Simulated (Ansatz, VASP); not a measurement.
## BP in VASP and in Ansatz

The input INCAR:

```
SYSTEM = BP
ALGO = Normal
EDIFF = 1E-6
ENCUT = 520
ISIF = 2
ISMEAR = -1
LASPH = .TRUE.
LCHARG = .FALSE.
LREAL = .FALSE.
LWAVE = .FALSE.
NBANDS = 11
NELM = 60
PREC = Accurate
SIGMA = 0.08
```

File KPOINTS:

```
k-points
0
G
  12 12 12
  0 0 0
```

The input POSCAR:

```
BP
1.0
    0.0000000000      2.2690000000      2.2916900000
    2.2690000000      0.0000000000      2.2916900000
    2.2690000000      2.2690000000      0.0000000000
B P
1 1
Direct
    0.0000000000      0.0000000000      0.0000000000
    0.7500000000      0.7500000000      0.7500000000
```

Input for Ansatz:

```yaml
crystal:
  lattice:
    - [0.0, 2.269, 2.29169]
    - [2.269, 0.0, 2.29169]
    - [2.269, 2.269, 0.0]
  atoms:
    - { symbol: B, position: [0.0, 0.0, 0.0] }
    - { symbol: P, position: [0.75, 0.75, 0.75] }
kpoints:
  mp_grid: { grid: [12, 12, 12] }
  band_path:
    path:
      - [0.0, 0.0, 0.0]
      - [0.5, 0.0, 0.5]
      - [0.75, 0.25, 0.5]
      - [0.5, 0.5, 0.5]
      - [0.0, 0.0, 0.0]
      - [0.5, 0.5, 0.0]
      - [0.6274629938, 0.6274629938, 0.2549259876]
      - [0.3725370062, 0.3725370062, 0.7450740124]
      - [0.0, 0.0, 0.0]
    npoints: 5
scf:
  occupations: { method: fermi_dirac, width: 0.08 }
hamiltonian:
  xc: lda
  pseudopotentials: { kind: all_electron, lapw: { basis_error: 0.0005 } }
output:
  forces: true
  stress: true
  eigenvalues: true
```

Change from the starting cell: zz strain of +1 %.

Alike in both runs: task single point; functional LDA; k mesh 12 × 12 × 12; occupations fermi-dirac, width 0.08 eV; no spin polarisation.

|  | VASP | Ansatz |
| --- | --- | --- |
| version | VASP 6.6.1 | Ansatz 0.2.0 |
| potentials or method | VASP PAW LDA potentials, release 64 (B, P), cutoff 520 eV | all-electron LAPW, scalar-relativistic |

|  | VASP | Ansatz | Ansatz less VASP |
| --- | --- | --- | --- |
| pressure (GPa) | -6.8 | -6.8 | +0.07 |
| traceless stress, the component that is largest in VASP (GPa) | -1.78 | -1.78 | +0.001 |

LDA's correlation is that of Perdew and Zunger in VASP and of Perdew and Wang (1992) in Ansatz. Ansatz ran all-electron here, and VASP with PAW potentials.
